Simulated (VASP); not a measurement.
# Hf3S5 (Cmmm) in VASP: single point with PBE

Aim: the single point of Hf3S5 with PBE.

Everything below comes from runs of VASP 6.6.1. Logs are shortened: lines on timing, memory, paths and dates and some standing lists are left out, and cuts for length are marked.

## Step 1: The cell of the first run

Symmetry: Cmmm, No. 65, orthorhombic system. The conventional cell has a = 6.670 Å, b = 8.568 Å, c = 4.641 Å, α = 90.00°, β = 90.00°, γ = 90.00°. Hf (site symmetry m2m) has 10 S at 2.71 to 3.03 Å and 4 Hf at 3.29 to 3.36 Å within 3.6 Å. Within 3.6 Å of Hf (site symmetry mmm) lie 10 S at 2.70 to 3.34 Å and 4 Hf at 3.29 Å. S (site symmetry 2/m) has 6 Hf at 2.71 to 2.86 Å and 8 S at 2.71 to 3.34 Å within 3.6 Å. Within 3.6 Å of S (site symmetry mmm) lie 8 S at 2.71 to 3.03 Å and 6 Hf at 3.03 to 3.34 Å. Within 3.6 Å of S (site symmetry 2mm) lie 6 Hf at 2.70 to 2.76 Å and 7 S at 2.77 to 3.17 Å.

The cell was generated, and may not be a known phase.

## Step 2: Single point, PBE

File INCAR:

```
PREC = Accurate ; ENCUT = 520
EDIFF = 1E-6 ; ISMEAR = 0
SIGMA = 0.2 ; LREAL = False
LASPH = True ; NELM = 60
ALGO = Normal ; ISIF = 2
LWAVE = False ; LCHARG = False
GGA = PE ; NBANDS = 40
```

File KPOINTS:

```
Automatic mesh
0
Gamma
  3 3 4
```

File POSCAR:

```
Hf3S5
1.0
    3.3352309038     -4.2840453294      0.0000000000
    3.3352309038      4.2840453294      0.0000000000
    0.0000000000      0.0000000000      4.6411941031
Hf S
3 5
Direct
    0.7278548566      0.2721451434      0.5000000000
    0.2721451434      0.7278548566      0.5000000000
    0.0000000000      0.0000000000      0.0000000000
    0.0000000000      0.5000000000      0.0000000000
    0.5000000000      0.0000000000      0.0000000000
    0.5000000000      0.5000000000      0.0000000000
    0.2075892182      0.2075892182      0.5000000000
    0.7924107818      0.7924107818      0.5000000000
```

Potentials or basis: VASP PAW PBE potentials, release 64 (Hf_pv, S).

Run with:

```bash
> cat potpaw_PBE.64/Hf_pv/POTCAR potpaw_PBE.64/S/POTCAR > POTCAR
> mpirun -np 1 vasp_std > vasp.out
```

OUTCAR:

```text
PREC = Accurate
   ENCUT = 520
   EDIFF = 1E-6
   ISMEAR = 0
   LREAL = False
   LASPH = True
   NELM = 60
   ISIF = 2
   GGA = PE

 ion  position               nearest neighbor table
   1  0.728  0.272  0.500-   7 2.71   8 2.71   8 2.76   7 2.76   5 2.86   4 2.86   5 2.86   4 2.86
                             6 3.03   6 3.03   3 3.29   3 3.29   2 3.36   2 3.36
   2  0.272  0.728  0.500-   7 2.71   8 2.71   8 2.76   7 2.76   5 2.86   4 2.86   5 2.86   4 2.86
                             6 3.03   6 3.03   3 3.29   3 3.29   1 3.36   1 3.36
   3  0.000  0.000  0.000-   7 2.70   8 2.70   7 2.70   8 2.70   4 2.71   5 2.71   4 2.71   5 2.71
                             1 3.29   2 3.29   1 3.29   2 3.29
   4  0.000  0.500  0.000-   3 2.71   6 2.71   3 2.71   6 2.71   1 2.86   2 2.86   1 2.86   2 2.86

   5  0.500  0.000  0.000-   3 2.71   6 2.71   6 2.71   3 2.71   1 2.86   2 2.86   1 2.86   2 2.86

   6  0.500  0.500  0.000-   4 2.71   5 2.71   5 2.71   4 2.71   1 3.03   2 3.03   1 3.03   2 3.03

   7  0.208  0.208  0.500-   3 2.70   3 2.70   1 2.71   2 2.71   1 2.76   2 2.76   8 2.77
   8  0.792  0.792  0.500-   3 2.70   3 2.70   1 2.71   2 2.71   1 2.76   2 2.76   7 2.77

  LATTYP: Found a base centered orthorhombic cell.
 ALAT       =     6.6704618076
 B/A-ratio  =     1.2844823801
 C/A-ratio  =     0.6957830263

  Lattice vectors:

 A1 = (   3.3352309038,  -4.2840453294,   0.0000000000)
 A2 = (   3.3352309038,   4.2840453294,   0.0000000000)
 A3 = (   0.0000000000,   0.0000000000,   4.6411941031)

Analysis of symmetry for initial positions (statically):
=====================================================================
 Subroutine PRICEL returns:
 Original cell was already a primitive cell.

 Routine SETGRP: Setting up the symmetry group for a
 base centered orthorhombic supercell.

 Subroutine GETGRP returns: Found  8 space group operations
 (whereof  8 operations were pure point group operations)
 out of a pool of  8 trial point group operations.

The static configuration has the point symmetry D_2h.

Analysis of symmetry for dynamics (positions and initial velocities):
=====================================================================
 Subroutine PRICEL returns:
 Original cell was already a primitive cell.

 Routine SETGRP: Setting up the symmetry group for a
 base centered orthorhombic supercell.

 Subroutine GETGRP returns: Found  8 space group operations
 (whereof  8 operations were pure point group operations)
 out of a pool of  8 trial point group operations.

The dynamic configuration has the point symmetry D_2h.

 Subroutine INISYM returns: Found  8 space group operations
 (whereof  8 operations are pure point group operations),
 and found     1 'primitive' translations

----------------------------------------------------------------------------------------

                                     Primitive cell

  volume of cell :     132.6294

  direct lattice vectors                    reciprocal lattice vectors
     3.335230904 -4.284045329  0.000000000     0.149914658 -0.116712117  0.000000000
     3.335230904  4.284045329  0.000000000     0.149914658  0.116712117  0.000000000
     0.000000000  0.000000000  4.641194103     0.000000000  0.000000000  0.215461792

  length of vectors
     5.429254973  5.429254973  4.641194103     0.189989797  0.189989797  0.215461792

  position of ions in fractional coordinates (direct lattice)
     0.727854857  0.272145143  0.500000000
     0.272145143  0.727854857  0.500000000
     0.000000000  0.000000000  0.000000000
     0.000000000  0.500000000  0.000000000
     0.500000000  0.000000000  0.000000000
     0.500000000  0.500000000  0.000000000
     0.207589218  0.207589218  0.500000000
     0.792410782  0.792410782  0.500000000

  ion indices of the primitive-cell ions
   primitive index   ion index
                 1           1
                 2           2
                 3           3
                 4           4
                 5           5
                 6           6
                 7           7
                 8           8

----------------------------------------------------------------------------------------

 KPOINTS: Automatic mesh

Automatic generation of k-mesh.
 Grid dimensions read from file:
 generate k-points for:    3    3    4

 Generating k-lattice:

  Cartesian coordinates                     Fractional coordinates (reciprocal lattice)
     0.049971553 -0.038904039  0.000000000     0.333333333  0.000000000  0.000000000
     0.049971553  0.038904039  0.000000000     0.000000000  0.333333333  0.000000000
     0.000000000  0.000000000  0.053865448     0.000000000  0.000000000  0.250000000

  Length of vectors
     0.063329932  0.063329932  0.053865448

  Shift w.r.t. Gamma in fractional coordinates (k-lattice)
     0.000000000  0.000000000  0.000000000

 Subroutine IBZKPT returns following result:
 ===========================================

 Found     12 irreducible k-points:

 Following reciprocal coordinates:
            Coordinates               Weight
  0.000000  0.000000  0.000000      1.000000
  0.333333  0.000000  0.000000      4.000000
  0.333333  0.333333  0.000000      2.000000
 -0.333333  0.333333  0.000000      2.000000
  0.000000  0.000000  0.250000      2.000000
  0.333333  0.000000  0.250000      8.000000
  0.333333  0.333333  0.250000      4.000000
 -0.333333  0.333333  0.250000      4.000000
  0.000000  0.000000  0.500000      1.000000
  0.333333  0.000000  0.500000      4.000000
  0.333333  0.333333  0.500000      2.000000
 -0.333333  0.333333  0.500000      2.000000
   k-points           NKPTS =     12   k-points in BZ     NKDIM =     12   number of bands    NBANDS=     40
   number of dos      NEDOS =    301   number of ions     NIONS =      8
   total plane-waves  NPLWV =  57600
   dimension x,y,z NGX =    40 NGY =   40 NGZ =   36
   dimension x,y,z NGXF=    80 NGYF=   80 NGZF=   72
   ions per type =               3   5
   NGX,Y,Z   is equivalent  to a cutoff of  12.25, 12.25, 12.90 a.u.
   NGXF,Y,Z  is equivalent  to a cutoff of  24.50, 24.50, 25.79 a.u.
 SYSTEM =  unknown system
   PREC   = accura    normal or accurate (medium, high low for compatibility)
   ISTART =      0    job   : 0-new  1-cont  2-samecut
   ICHARG =      2    charge: 1-file 2-atom 10-const
   ISPIN  =      1    spin polarized calculation?
   LNONCOLLINEAR =      F non collinear calculations
   LSORBIT =      F    spin-orbit coupling
   LASPH  =      T    aspherical Exc in radial PAW
   ENCUT  =  520.0 eV  38.22 Ry    6.18 a.u.  10.09 10.09  8.63*2*pi/ulx,y,z
   NELM   =     60;   NELMIN=  2; NELMDL= -5     # of ELM steps
   EDIFF  = 0.1E-05   stopping-criterion for ELM
   LREAL  =      F    real-space projection
   EDIFFG = 0.1E-04   stopping-criterion for IOM
   NSW    =      0    number of steps for IOM
   IBRION =     -1    ionic relax: 0-MD 1-quasi-New 2-CG
   NFREE  =      0    steps in history (QN), initial steepest desc. (CG)
   ISIF   =      2    stress and relaxation
   ISYM   =      2    0-nonsym 1-usesym 2-fastsym
   POTIM  = 0.5000    time-step for ionic-motion
   TEBEG  =    0.0;   TEEND  =   0.0 temperature during run
   PSTRESS=    0.0 pullay stress
   NELECT =      60.0000    total number of electrons
   NUPDOWN=      -1.0000    fix difference up-down
   EMIN   =  10.00;   EMAX   =-10.00  energy-range for DOS
   EFERMI =   0.00;   METHOD = LEGACY
   ISMEAR =     0;   SIGMA  =   0.20  broadening in eV -4-tet -1-fermi 0-gaus
   EFERMI_NEDOS =   21; number of points for ismear=-14 and -15
   IALGO  =     38    algorithm
   IMIX   =      4    mixing-type and parameters
     AMIX     =   0.40;   BMIX     =  1.00
     AMIX_MAG =   1.60;   BMIX_MAG =  1.00
  volume/ion in A,a.u.               =      16.58       111.88
  Fermi-wavevector in a.u.,A,eV,Ry     =   1.256740  2.374894 21.488971  1.579395
  Thomas-Fermi vector in A             =   2.390433
   LORBIT       =      0    0 simple, 1 ext, 2 COOP (PROOUT), +10 PAW based schemes
   GGA     = PE    functional components
   LHFCALC =     F    Hartree Fock is set to
   AEXX    =    0.0000 exact exchange contribution
   IVDW    =     0    specifies the selected vdW correction
   LEPSILON=     F    determine dielectric tensor
   LRPA    =     F    only Hartree local field effects (RPA)
 non-spin polarized calculation
 Gauss-broadening in eV      SIGMA  =   0.20
  energy-cutoff  :      520.00
  volume of cell :      132.63
 maximum number of plane-waves:      3594
   NGX = 21   NGY = 21   NGZ = 17

 number of electron      60.0000001 magnetization

 Free energy of the ion-electron system (eV)
  ---------------------------------------------------
  ext. energy  EPLUGINS =         0.00000000
  ---------------------------------------------------
  free energy    TOTEN  =       -57.19972798 eV

  energy without entropy =      -57.14498862  energy(sigma->0) =      -57.17235830

 E-fermi :   8.3593     XC(G=0): -11.5997

 val. band max:        8.3059651115   @ k =   0.3333   0.0000   0.2500
 cond. band min:       8.4067516518   @ k =  -0.3333   0.3333   0.2500
 fundamental gap:      0.1007865404
 Fermi energy:         8.3592775886

 k-point     1 :       0.0000    0.0000    0.0000
  band No.  band energies     occupation
      1     -23.8666      2.00000
      2     -23.8447      2.00000
      3     -23.8229      2.00000
      4     -23.8228      2.00000
      5     -23.8110      2.00000
      6     -23.6037      2.00000
[... 32 lines left out ...]
     39      10.4233      0.00000
     40      10.6629      0.00000

 k-point     2 :       0.3333    0.0000    0.0000
  band No.  band energies     occupation
      1     -23.8562      2.00000
      2     -23.8366      2.00000
      3     -23.8327      2.00000
      4     -23.8076      2.00000
      5     -23.7803      2.00000
      6     -23.6651      2.00000
[... 419 lines left out ...]
     39      11.3617      0.00000
     40      11.5767      0.00000

 k-point    12 :      -0.3333    0.3333    0.5000
  band No.  band energies     occupation
      1     -23.8856      2.00000
      2     -23.8547      2.00000
      3     -23.8479      2.00000
      4     -23.8363      2.00000
      5     -23.7923      2.00000
      6     -23.5988      2.00000
[... 32 lines left out ...]
     39      11.8878      0.00000
     40      12.1355      0.00000

------------------------ aborting loop because EDIFF is reached ----------------------------------------

  FORCE on cell =-STRESS in cart. coord.  units (eV):
  Direction    XX          YY          ZZ          XY          YZ          ZX
  --------------------------------------------------------------------------------------
  -------------------------------------------------------------------------------------
  Total       -0.8166241     -1.0488136     -1.0693516      0.0000000      0.0000000      0.0000000
  in kB       -9.8649087    -12.6697839    -12.9178848      0.0000000      0.0000000      0.0000000
  external PRESSURE =     -11.8175258 kB  Pullay stress =       0.0000000 kB

 VOLUME and BASIS-vectors are now :
 -----------------------------------------------------------------------------
  energy-cutoff  :      520.00
  volume of cell :      132.63
      direct lattice vectors                 reciprocal lattice vectors
     3.335230904 -4.284045329  0.000000000     0.149914658 -0.116712117  0.000000000
     3.335230904  4.284045329  0.000000000     0.149914658  0.116712117  0.000000000
     0.000000000  0.000000000  4.641194103     0.000000000  0.000000000  0.215461792

 POSITION                                       TOTAL-FORCE (eV/Angst)
 -----------------------------------------------------------------------------------
      3.33523     -1.95228      2.32060         0.000000      0.000100      0.000000
      3.33523      1.95228      2.32060         0.000000     -0.000100     -0.000000
      0.00000      0.00000      0.00000         0.000000      0.000000      0.000000
      1.66762      2.14202      0.00000         0.000000      0.000000      0.000000
      1.66762     -2.14202      0.00000        -0.000000     -0.000000      0.000000
      3.33523      0.00000      0.00000        -0.000000     -0.000000      0.000000
      1.38472      0.00000      2.32060         0.019610      0.000000      0.000000
      5.28575      0.00000      2.32060        -0.019610      0.000000      0.000000
 -----------------------------------------------------------------------------------
    total drift:                                0.000000      0.000000      0.000000

  FREE ENERGIE OF THE ION-ELECTRON SYSTEM (eV)
  ---------------------------------------------------
  free  energy   TOTEN  =       -57.1997279804 eV

  energy  without entropy=      -57.1449886208  energy(sigma->0) =      -57.17235830
```

It took 2.1 min on 1 thread of Intel Xeon 8259CL, shared host; peak memory 0.25 GiB.

Results:

```
Free energy            : -57.1997 eV
Pressure               : -1.2 GPa
Largest force          : 0.020 eV/Å
Band gap on the k mesh : zero (bands 30 and 31 overlap by 0.73 eV)
```

Forces on the atoms (eV/Å):
```
Hf   0.000  0.000  0.000
Hf   0.000  0.000  0.000
Hf   0.000  0.000  0.000
S    0.000  0.000  0.000
S    0.000  0.000  0.000
S    0.000  0.000  0.000
S    0.020  0.000  0.000
S   -0.020  0.000  0.000
```

Caveat: the k points lie up to 0.40 Å⁻¹ apart, too coarse for converged energies and pressures of a metal; spin-orbit coupling is left out, which moves the levels of the heavy elements.

The gap in the log of VASP goes by the Fermi energy; the results here count the filled bands.